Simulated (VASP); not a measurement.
Set up this calculation in VASP 6.6.1, as the native input.

```
Task                   : single point
Functional             : r2SCAN
Potentials or basis    : VASP PAW PBE potentials, release 64 (Mo_sv, Te)
Cutoff                 : 520 eV
k mesh                 : 4 × 4 × 4
Occupations            : fermi-dirac, width 0.026 eV
Spin                   : no spin polarisation
Dipole correction      : no
Further INCAR settings : ALGO = Normal; EDIFF = 1e-07; NBANDS = 20
```

The system is Te2Mo.

```
CELL_PARAMETERS angstrom
1.75095 1.01091 7.06877
-1.75095 1.01091 7.06877
0.00000 -2.02183 7.06877
ATOMIC_POSITIONS crystal
Mo 0.99468 0.00828 0.98995
Te 0.25058 0.24029 0.25023
Te 0.75342 0.75348 0.75733
```

One way to write it, as run:

POSCAR

```
Te2Mo
1.0
    1.7509539888      1.0109137567      7.0687660149
   -1.7509539888      1.0109137567      7.0687660149
    0.0000000000     -2.0218275135      7.0687660149
Mo Te
1 2
Direct
   -0.0053158387      0.0082767515     -0.0100526739
    0.2505799911      0.2402913141      0.2502323031
    0.7534172856      0.7534846775      0.7573271776
```

INCAR.step1

```
PREC = Accurate ; ENCUT = 520
ISMEAR = -1 ; SIGMA = 0.026
LREAL = F ; LASPH = T
NELM = 100 ; NBANDS = 20
GGA = PE ; ALGO = Normal
EDIFF = 1E-4 ; LWAVE = T
LCHARG = F
```

INCAR.step2

```
PREC = Accurate ; ENCUT = 520
EDIFF = 1E-7 ; ISMEAR = -1
SIGMA = 0.026 ; LREAL = F
LASPH = T ; NELM = 100
ALGO = Normal ; ISIF = 2
LWAVE = F ; LCHARG = F
METAGGA = R2SCAN ; LMIXTAU = T
NBANDS = 20 ; ISTART = 1
```

KPOINTS

```
Automatic mesh
0
Gamma
  4 4 4
```

Potentials or basis: VASP PAW PBE potentials, release 64 (Mo_sv, Te).

Launch:

```console
$ cat potpaw_PBE.64/Mo_sv/POTCAR potpaw_PBE.64/Te/POTCAR > POTCAR
$ cp INCAR.step1 INCAR
$ mpirun -np 1 vasp_std > vasp.out
$ cp INCAR.step2 INCAR
$ mpirun -np 1 vasp_std > vasp.out
```

Results of the run:

- Pressure: 1.1 GPa
- Largest force: 1.107 eV/Å
- Band gap on the k mesh: 0.09 eV, indirect (the least direct gap lies 0.5 meV higher)

Caveat: the k points lie up to 0.52 Å⁻¹ apart; the PAW data sets were made with another functional, which shifts forces and pressure a little; spin-orbit coupling is left out, which moves the levels of the heavy elements.

It took 7.8 min on 1 thread of AMD EPYC 9R45 96-Core Processor (Zen 5) (shared host), peak memory 0.45 GiB.
